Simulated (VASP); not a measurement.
# Na (Fmmm) in VASP: a series of runs

Runs on Na. Level: r2SCAN. Tasks: single point.

Everything below comes from runs of VASP 6.6.1. Logs are shortened: lines on timing, memory, paths and dates and some standing lists are left out, and cuts for length are marked.

### Step 1. The cell of the first run

The structure is orthorhombic, space group Fmmm (No. 69). The conventional cell has a = 5.201 Å, b = 5.275 Å, c = 5.481 Å, α = 90.00°, β = 90.00°, γ = 90.00°. Na (site symmetry mmm) has 12 Na at 3.70 to 3.80 Å within 4.9 Å.

### Step 2. Single point, r2SCAN (strain +0.0525 x Voigt [0, 0, 0, 0, 0, 1])

File POSCAR:

```
Na
1.0
   -1.8387234391      1.8387234391      2.6372766800
    1.8387234391     -1.8387234391      2.6372766800
    1.9378587208      1.9378587208     -2.6372766800
Na
1
Direct
    0.0000000000      0.0000000000      0.0000000000
```

File INCAR.step1:

```
SYSTEM = Na
ALGO = Normal
EDIFF = 1E-4
ENCUT = 520
GGA = PE
ISMEAR = 0
LASPH = .TRUE.
LCHARG = .FALSE.
LREAL = .FALSE.
LWAVE = .TRUE.
NBANDS = 10
NELM = 100
PREC = Accurate
SIGMA = 0.15
```

File INCAR.step2:

```
SYSTEM = Na
ALGO = Normal
EDIFF = 1E-6
ENCUT = 520
ISIF = 2
ISMEAR = 0
ISTART = 1
LASPH = .TRUE.
LCHARG = .FALSE.
LMIXTAU = .TRUE.
LREAL = .FALSE.
LWAVE = .FALSE.
METAGGA = R2SCAN
NBANDS = 10
NELM = 100
PREC = Accurate
SIGMA = 0.15
```

File KPOINTS:

```
k-points
0
G
  18 18 18
  0 0 0
```

Potentials or basis: VASP PAW PBE potentials, release 64 (Na_pv).

On the command line:

```bash
> cat potpaw_PBE.64/Na_pv/POTCAR > POTCAR
> cp INCAR.step1 INCAR
> mpirun -np 1 vasp_std > vasp.out
> cp INCAR.step2 INCAR
> mpirun -np 1 vasp_std > vasp.out
```

OUTCAR:

```text
SYSTEM = Na
   EDIFF = 1E-6
   ENCUT = 520
   ISIF = 2
   ISMEAR = 0
   ISTART = 1
   LASPH = .TRUE.
   LREAL = .FALSE.
   METAGGA = R2SCAN
   NELM = 100
   PREC = Accurate

 ion  position               nearest neighbor table
   1  0.000  0.000  0.000-

  LATTYP: Found a face centered orthorhombic cell.
 ALAT       =     5.2006952501
 B/A-ratio  =     1.0142015839
 C/A-ratio  =     1.0539152760

  Lattice vectors:

 A1 = (  -1.9378587208,  -1.9378587208,   2.6372766800)
 A2 = (  -0.0991352817,  -3.7765821599,   0.0000000000)
 A3 = (   1.8387234391,  -1.8387234391,   2.6372766800)

Analysis of symmetry for initial positions (statically):
=====================================================================
 Subroutine PRICEL returns:
 Original cell was already a primitive cell.

 Routine SETGRP: Setting up the symmetry group for a
 face centered orthorhombic supercell.

 Subroutine GETGRP returns: Found  8 space group operations
 (whereof  8 operations were pure point group operations)
 out of a pool of  8 trial point group operations.

The static configuration has the point symmetry D_2h.

Analysis of symmetry for dynamics (positions and initial velocities):
=====================================================================
 Subroutine PRICEL returns:
 Original cell was already a primitive cell.

 Routine SETGRP: Setting up the symmetry group for a
 face centered orthorhombic supercell.

 Subroutine GETGRP returns: Found  8 space group operations
 (whereof  8 operations were pure point group operations)
 out of a pool of  8 trial point group operations.

The dynamic configuration has the point symmetry D_2h.

 Subroutine INISYM returns: Found  8 space group operations
 (whereof  8 operations are pure point group operations),
 and found     1 'primitive' translations

----------------------------------------------------------------------------------------

                                     Primitive cell

  volume of cell :      37.5884

  direct lattice vectors                    reciprocal lattice vectors
    -1.838723439  1.838723439  2.637276680    -0.006955522  0.264972267  0.189589512
     1.838723439 -1.838723439  2.637276680     0.264972267 -0.006955522  0.189589512
     1.937858721  1.937858721 -2.637276680     0.258016745  0.258016745  0.000000000

  length of vectors
     3.703651719  3.703651719  3.803396000     0.325887810  0.325887810  0.364890781

  position of ions in fractional coordinates (direct lattice)
     0.000000000  0.000000000  0.000000000

  ion indices of the primitive-cell ions
   primitive index   ion index
                 1           1

----------------------------------------------------------------------------------------

 KPOINTS: k-points

Automatic generation of k-mesh.
 Grid dimensions read from file:
 generate k-points for:   18   18   18

 Generating k-lattice:

  Cartesian coordinates                     Fractional coordinates (reciprocal lattice)
    -0.000386418  0.014720682  0.010532751     0.055555556  0.000000000  0.000000000
     0.014720682 -0.000386418  0.010532751     0.000000000  0.055555556  0.000000000
     0.014334264  0.014334264  0.000000000     0.000000000  0.000000000  0.055555556

  Length of vectors
     0.018104878  0.018104878  0.020271710

  Shift w.r.t. Gamma in fractional coordinates (k-lattice)
     0.000000000  0.000000000  0.000000000

 Subroutine IBZKPT returns following result:
 ===========================================

 Found    865 irreducible k-points:

 Following reciprocal coordinates:
            Coordinates               Weight
  0.000000  0.000000  0.000000      1.000000
  0.055556 -0.000000 -0.000000      8.000000
  0.111111 -0.000000 -0.000000      8.000000
  0.166667  0.000000 -0.000000      8.000000
  0.222222 -0.000000  0.000000      8.000000
  0.277778 -0.000000  0.000000      8.000000
[... 16 lines left out ...]
 -0.277778  0.055556  0.000000      8.000000
 -0.222222  0.055556 -0.000000      8.000000
 [... further k-points ...]
   k-points           NKPTS =    865   k-points in BZ     NKDIM =    865   number of bands    NBANDS=     10
   number of dos      NEDOS =    301   number of ions     NIONS =      1
   total plane-waves  NPLWV =  21952
   dimension x,y,z NGX =    28 NGY =   28 NGZ =   28
   dimension x,y,z NGXF=    56 NGYF=   56 NGZF=   56
   ions per type =               1
   NGX,Y,Z   is equivalent  to a cutoff of  12.57, 12.57, 12.24 a.u.
   NGXF,Y,Z  is equivalent  to a cutoff of  25.14, 25.14, 24.48 a.u.
 SYSTEM =  Na
   PREC   = accura    normal or accurate (medium, high low for compatibility)
   ISTART =      1    job   : 0-new  1-cont  2-samecut
   ICHARG =      0    charge: 1-file 2-atom 10-const
   ISPIN  =      1    spin polarized calculation?
   LNONCOLLINEAR =      F non collinear calculations
   LSORBIT =      F    spin-orbit coupling
   LASPH  =      T    aspherical Exc in radial PAW
   ENCUT  =  520.0 eV  38.22 Ry    6.18 a.u.   6.89  6.89  7.07*2*pi/ulx,y,z
   NELM   =    100;   NELMIN=  2; NELMDL=  0     # of ELM steps
   EDIFF  = 0.1E-05   stopping-criterion for ELM
   LREAL  =      F    real-space projection
   EDIFFG = 0.1E-04   stopping-criterion for IOM
   NSW    =      0    number of steps for IOM
   IBRION =     -1    ionic relax: 0-MD 1-quasi-New 2-CG
   NFREE  =      0    steps in history (QN), initial steepest desc. (CG)
   ISIF   =      2    stress and relaxation
   ISYM   =      2    0-nonsym 1-usesym 2-fastsym
   POTIM  = 0.5000    time-step for ionic-motion
   TEBEG  =    0.0;   TEEND  =   0.0 temperature during run
   PSTRESS=    0.0 pullay stress
   NELECT =       7.0000    total number of electrons
   NUPDOWN=      -1.0000    fix difference up-down
   EMIN   =  10.00;   EMAX   =-10.00  energy-range for DOS
   EFERMI =   0.00;   METHOD = LEGACY
   ISMEAR =     0;   SIGMA  =   0.15  broadening in eV -4-tet -1-fermi 0-gaus
   EFERMI_NEDOS =   21; number of points for ismear=-14 and -15
   IALGO  =     38    algorithm
   IMIX   =      4    mixing-type and parameters
     AMIX     =   0.40;   BMIX     =  1.00
     AMIX_MAG =   1.60;   BMIX_MAG =  1.00
  volume/ion in A,a.u.               =      37.59       253.66
  Fermi-wavevector in a.u.,A,eV,Ry     =   0.934881  1.766668 11.891513  0.874002
  Thomas-Fermi vector in A             =   2.061731
   LORBIT       =      0    0 simple, 1 ext, 2 COOP (PROOUT), +10 PAW based schemes
   METAGGA = R2SCAN    functional components
   LHFCALC =     F    Hartree Fock is set to
   AEXX    =    0.0000 exact exchange contribution
   IVDW    =     0    specifies the selected vdW correction
   LEPSILON=     F    determine dielectric tensor
   LRPA    =     F    only Hartree local field effects (RPA)
 non-spin polarized calculation
 Gauss-broadening in eV      SIGMA  =   0.15
  energy-cutoff  :      520.00
  volume of cell :       37.59
 maximum number of plane-waves:      1034
   NGX = 13   NGY = 13   NGZ = 15

 number of electron       6.9999991 magnetization

 Free energy of the ion-electron system (eV)
  ---------------------------------------------------
  ext. energy  EPLUGINS =         0.00000000
  ---------------------------------------------------
  free energy    TOTEN  =        -3.55599422 eV

  energy without entropy =       -3.55093911  energy(sigma->0) =       -3.55346666

 E-fermi :   0.3262     XC(G=0):  -6.8784

 val. band max:        0.3135407615   @ k =  -0.1667   0.4444   0.0556
 cond. band min:       0.3307577460   @ k =  -0.1111  -0.4444   0.0556
 fundamental gap:      0.0172169845
 Fermi energy:         0.3262076944

 k-point     1 :       0.0000    0.0000    0.0000
  band No.  band energies     occupation
      1     -25.7117      2.00000
      2     -25.7116      2.00000
      3     -25.7115      2.00000
      4      -3.1507      2.00000
      5      11.8787      0.00000
      6      12.0452      0.00000
      7      12.1016      0.00000
      8      13.2878      0.00000
      9      14.0454      0.00000
     10      14.0583      0.00000

 k-point     2 :       0.0556   -0.0000   -0.0000
  band No.  band energies     occupation
      1     -25.7126      2.00000
      2     -25.7119      2.00000
      3     -25.7117      2.00000
      4      -3.0963      2.00000
      5      11.0701      0.00000
      6      11.8349      0.00000
      7      11.9968      0.00000
      8      13.5273      0.00000
      9      14.2138      0.00000
     10      14.2195      0.00000

 k-point     3 :       0.1111   -0.0000   -0.0000
  band No.  band energies     occupation
      1     -25.7156      2.00000
      2     -25.7123      2.00000
      3     -25.7120      2.00000
      4      -2.9332      2.00000
      5       9.6636      0.00000
      6      11.5876      0.00000
      7      11.8192      0.00000
      8      13.2734      0.00000
      9      14.5441      0.00000
     10      14.6046      0.00000

 k-point     4 :       0.1667    0.0000   -0.0000
  band No.  band energies     occupation
      1     -25.7201      2.00000
      2     -25.7131      2.00000
      3     -25.7125      2.00000
      4      -2.6624      2.00000
      5       8.2416      0.00000
      6      11.3192      0.00000
      7      11.6293      0.00000
      8      12.9348      0.00000
      9      14.2421      0.00000
     10      14.9841      0.00000
[... 222 lines left out ...]
 k-point    22 :      -0.3333    0.0556    0.0000
  band No.  band energies     occupation
      1     -25.7357      2.00000
      2     -25.7163      2.00000
      3     -25.7143      2.00000
      4      -1.3635      2.00000
      5       4.7427      0.00000
      6      10.2101      0.00000
      7      10.8683      0.00000
      8      12.6497      0.00000
      9      13.4462      0.00000
     10      13.8328      0.00000

 k-point    23 :      -0.2778    0.0556    0.0000
  band No.  band energies     occupation
      1     -25.7301      2.00000
      2     -25.7153      2.00000
      3     -25.7136      2.00000
      4      -1.9137      2.00000
      5       5.9892      0.00000
      6      10.3407      0.00000
      7      11.0109      0.00000
      8      13.1565      0.00000
      9      13.6310      0.00000
     10      14.2349      0.00000

 k-point    24 :      -0.2222    0.0556   -0.0000
  band No.  band energies     occupation
      1     -25.7243      2.00000
      2     -25.7144      2.00000
      3     -25.7130      2.00000
      4      -2.3625      2.00000
      5       7.3099      0.00000
      6      10.5412      0.00000
      7      11.1997      0.00000
      8      13.6859      0.00000
      9      13.7470      0.00000
     10      14.6805      0.00000

 [... further k-points ...]
[... 5 lines left out ...]
  --------------------------------------------------------------------------------------
  -------------------------------------------------------------------------------------
  Total       -0.0276580     -0.0276580     -0.0022321     -0.0186097      0.0000000      0.0000000
  in kB       -1.1789015     -1.1789015     -0.0951433     -0.7932220      0.0000000      0.0000000
  external PRESSURE =      -0.8176487 kB  Pullay stress =       0.0000000 kB

 VOLUME and BASIS-vectors are now :
 -----------------------------------------------------------------------------
  energy-cutoff  :      520.00
  volume of cell :       37.59
      direct lattice vectors                 reciprocal lattice vectors
    -1.838723439  1.838723439  2.637276680    -0.006955522  0.264972267  0.189589512
     1.838723439 -1.838723439  2.637276680     0.264972267 -0.006955522  0.189589512
     1.937858721  1.937858721 -2.637276680     0.258016745  0.258016745  0.000000000

 POSITION                                       TOTAL-FORCE (eV/Angst)
 -----------------------------------------------------------------------------------
      0.00000      0.00000      0.00000        -0.000000     -0.000000      0.000000
 -----------------------------------------------------------------------------------
    total drift:                               -0.000000     -0.000000     -0.000000

  FREE ENERGIE OF THE ION-ELECTRON SYSTEM (eV)
  ---------------------------------------------------
  free  energy   TOTEN  =        -3.5559942209 eV

  energy  without entropy=       -3.5509391089  energy(sigma->0) =       -3.55346666
```

Run time: 8.6 min. Hardware: 1 thread of Intel Xeon Platinum 8488C (Sapphire Rapids), shared host; peak memory 0.36 GiB.

Results:

```
Free energy : -3.5560 eV
Pressure    : -0.1 GPa
```

Stress tensor (GPa, compression positive):
```
-0.12 -0.08  0.00
-0.08 -0.12  0.00
 0.00  0.00 -0.01
```

Caveat: the cell differs from its parent crystal (strain +0.0525 x Voigt [0, 0, 0, 0, 0, 1]); the PAW data sets were made with another functional, which shifts forces and pressure a little.

(Part 1 of 2 ends here.)
